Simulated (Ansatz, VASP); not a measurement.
## Be: VASP beside Ansatz

```
Be
1.0
     2.28530    0.00000    0.00000
    -1.14265    1.97913    0.00000
     0.00000    0.00000    3.65588
Be
2
Direct
  0.66667 0.33333 0.75000
  0.33333 0.66667 0.25000
```

Alike in both runs: functional PBEsol; k mesh 11 × 11 × 6; occupations fermi-dirac, width 0.05 eV; no spin polarisation.

```csv
,VASP,Ansatz
version,VASP 6.6.1,Ansatz 0.2.0
potentials or method,"VASP PAW PBE potentials, release 64 (Be)",Ansatz PAW
plane-wave cutoff (eV),520,420
valence electrons in the cell,4,4
task,single point,band structure
```

|  | VASP | Ansatz | Ansatz less VASP |
| --- | --- | --- | --- |
| gap on the k mesh at the Fermi level (eV) | none | none | - |
| pressure (GPa) | -5.9 | -6.3 | -0.32 |
| traceless stress, the component that is largest in VASP (GPa) | -3.21 | -3.25 | -0.036 |

VASP's potentials were made for PBE, not for PBEsol. A gap of «none» marks a metal or a gap that the smearing closes. With one functional, cell and mesh, what is left measures potentials, basis and numerics.
